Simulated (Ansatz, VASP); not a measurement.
K: VASP beside Ansatz

```
CELL_PARAMETERS angstrom
4.15678 0.00000 0.00000
0.00000 4.15678 0.00000
0.00000 0.00000 4.15678
ATOMIC_POSITIONS crystal
K 0.00000 0.00000 0.00000
```

Alike in both runs: task single point; functional LDA; k mesh 13 × 13 × 13; occupations fermi-dirac, width 0.1 eV; no spin polarisation.

|  | VASP | Ansatz |
| --- | --- | --- |
| version | VASP 6.6.1 | Ansatz 0.2.0 |
| potentials or method | VASP PAW LDA potentials, release 64 (K_sv), cutoff 520 eV | plane waves (420 eV) with PAW, scalar-relativistic |
| valence electrons in the cell | 9 | 9 |

|  | VASP | Ansatz | Ansatz less VASP |
| --- | --- | --- | --- |
| pressure (GPa) | -0.1 | -0.1 | +0.01 |

Ansatz warns that its potentials were made for another functional, while VASP's fit it. LDA's correlation is that of Perdew and Zunger in VASP and of Perdew and Wang (1992) in Ansatz.
